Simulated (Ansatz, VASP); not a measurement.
This is a calculation of Al for VASP 6.6.1.

INCAR

```
PREC     = Accurate       # precision mode
ENCUT    = 500            # plane-wave cutoff, eV
EDIFF    = 1E-6           # SCF threshold, eV
ISMEAR   = -1             # smearing method
SIGMA    = 0.06           # smearing width, eV
LREAL    = False          # projectors in reciprocal space
LASPH    = True           # aspherical terms in the spheres
NELM     = 120            # most SCF steps
ALGO     = Normal         # electronic algorithm
ISIF     = 2              # what is computed and relaxed
LWAVE    = False          # write WAVECAR
LCHARG   = True           # write CHGCAR
GGA      = PE             # functional
LELF     = True           # ELF
LVHAR    = True         
NBANDS   = 8              # bands
GGA_COMPAT= False
```

Contents of KPOINTS:

```
regular mesh
0
Gamma
  6 6 6
```

Contents of POSCAR:

```
Al
1.0
    0.0000000000      2.0248050000      2.0248050000
    2.0248050000      0.0000000000      2.0248050000
    2.0248050000      2.0248050000      0.0000000000
Al
1
Direct
    0.0000000000      0.0000000000      0.0000000000
```

Potentials or basis: VASP PAW PBE potentials, release 64 (Al).

Launch:

```sh
$ cat potpaw_PBE.64/Al/POTCAR > POTCAR
$ mpirun -np 1 vasp_std > vasp.out
```

Set up the same calculation for Ansatz 0.2.0. Potentials there: all-electron LAPW, scalar-relativistic.

As run (the cutoff follows the program's own potentials):

Contents of input.yaml:

```yaml
crystal:
  lattice:
    - [0.0, 2.024805, 2.024805]
    - [2.024805, 0.0, 2.024805]
    - [2.024805, 2.024805, 0.0]
  atoms:
    - { symbol: Al, position: [0.0, 0.0, 0.0] }
kpoints:
  mp_grid: { grid: [6, 6, 6] }
scf:
  occupations: { method: fermi_dirac, width: 0.06 }
hamiltonian:
  xc: pbe
  pseudopotentials: { kind: all_electron, lapw: { basis_error: 0.004 } }
output:
  forces: true
  stress: true
  eigenvalues: true
```

Potentials or basis: all-electron LAPW, scalar-relativistic.

Command:

```sh
$ ansatz run input.yaml --threads 1 --pin off --max-ram 3072MiB --backend cpu --events-out ev --progress --plain --runs-dir out
```

Both were run:

|  | VASP | Ansatz | Ansatz less VASP |
| --- | --- | --- | --- |
| gap on the k mesh at the Fermi level (eV) | none | none | - |
| pressure (GPa) | -0.1 | 0.0 | +0.05 |

A gap of «none» marks a metal or a gap that the smearing closes. Ansatz ran all-electron here, and VASP with PAW potentials.

The k mesh is coarse, so the values compare programs but aren't converged. Noted on Ansatz's run: the k mesh is thin for a metal, which can move the energy by tens of meV per atom.
